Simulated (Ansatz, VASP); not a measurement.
One calculation of Br, two programs

INCAR

```
SYSTEM = Br
PREC = Accurate
ENCUT = 520
EDIFF = 1E-6
ISMEAR = 0
SIGMA = 0.15
LREAL = .False.
LASPH = .True.
NELM = 100
ALGO = Normal
ISIF = 2
LWAVE = .False.
LCHARG = .True.
GGA = PE
IVDW = 12
LELF = .True.
LVHAR = .True.
NBANDS = 18
```

KPOINTS

```
regular mesh
0
Gamma
  12 12 12
  0 0 0
```

File POSCAR:

```
Br
1.0
    4.8680096965      0.0000000000      0.0000000000
    0.0000000000      4.8680096965      0.0000000000
    0.0000000000      0.0000000000      3.7970475633
Br
3
Direct
    0.5000000000      0.0000000000      0.0000000000
    0.0000000000      0.5000000000      0.0000000000
    0.0000000000      0.0000000000      0.5000000000
```

Input for Ansatz:

```yaml
crystal:
  lattice:
    - [4.8680096965, 0.0, 0.0]
    - [0.0, 4.8680096965, 0.0]
    - [0.0, 0.0, 3.7970475633]
  atoms:
    - { symbol: Br, position: [0.5, 0.0, 0.0] }
    - { symbol: Br, position: [0.0, 0.5, 0.0] }
    - { symbol: Br, position: [0.0, 0.0, 0.5] }
basis:
  ecutwfc: 420
kpoints:
  mp_grid: { grid: [12, 12, 12] }
hamiltonian:
  xc: pbe
  dispersion: d3bj
scf:
  occupations: { method: gaussian, width: 0.15 }
output:
  forces: true
  stress: true
  eigenvalues: true
```

Alike in both runs: task single point; functional PBE; dispersion D3(BJ); k mesh 12 × 12 × 12; occupations gaussian, width 0.15 eV; no spin polarisation.

|  | VASP | Ansatz |
| --- | --- | --- |
| version | VASP 6.6.1 | Ansatz 0.2.0 |
| potentials or method | VASP PAW PBE potentials, release 64 (Br), cutoff 520 eV | scalar-relativistic, plane waves, PAW |
| valence electrons in the cell | 21 | 21 |

```tsv
	VASP	Ansatz	Ansatz less VASP
gap on the k mesh at the Fermi level (eV)	none	none	-
pressure (GPa)	-0.5	-0.5	0.00
traceless stress, the component that is largest in VASP (GPa)	-0.71	-0.71	-0.001
```

A gap of «none» marks a metal or a gap that the smearing closes.
